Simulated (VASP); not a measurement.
Runs of VASP 6.6.1 on GaSb. It takes space group F-43m (No. 216, cubic). Conventional cell: a = 6.132 Å, b = 6.132 Å, c = 6.132 Å, α = 90.00°, β = 90.00°, γ = 90.00°. Within 3.5 Å of Ga (site symmetry -43m) lie 4 Sb at 2.66 Å. Sb (site symmetry -43m) has 4 Ga at 2.66 Å within 3.5 Å. 

```tsv
level	spin	k mesh	cutoff (eV)	smearing	grid for exact exchange (PRECFOCK)	share of exact exchange	screening parameter	gap on the mesh (eV)	pressure (GPa)
PBE-based screened hybrid with 10 % exact exchange	off	4 × 4 × 4	520	fermi-dirac 0.02 eV	Normal	0.1	0.1 1/Å	0.42	(b)
r2SCAN	off	5 × 5 × 5	550	fermi-dirac 0.02 eV	-	-	-	0.40	0.1
PBE-based global hybrid with 10 % exact exchange	off	4 × 4 × 4	520	fermi-dirac 0.02 eV	Normal	0.1	-	0.57	1.2
r2SCAN	off	6 × 6 × 6	550	gaussian 0.5 eV	-	-	-	0.40	(c)
r2SCAN	collinear, zero start	6 × 6 × 6	550	fermi-dirac 0.02 eV	-	-	-	0.40	0.1
r2SCAN	off	6 × 6 × 6	550	methfessel-paxton 0.05 eV	-	-	-	0.40	0.1
PBE-based screened hybrid with 50 % exact exchange	off	4 × 4 × 4	520	fermi-dirac 0.02 eV	Normal	0.5	0.3 1/Å	(a)	-2.5
r2SCAN+rVV10	off	6 × 6 × 6	550	fermi-dirac 0.02 eV	-	-	-	0.40	-0.6
```

Alike in all rows: task single point; potentials or basis VASP PAW PBE potentials, release 64 (Ga_d, Sb); cell as given.

Fill in the values left out.

(a) 1.61; (b) 1.3; (c) 0.2.

Caveats: some runs use coarse meshes; the PAW data sets were made with another functional, which shifts forces and pressure a little; spin-orbit coupling is left out, which moves the levels of the heavy elements; an odd mesh through Γ misses points on the zone boundary, where band edges can lie (at least some runs).

A k mesh can miss the band edges, and the runs leave out spin-orbit coupling on Ga, Sb.
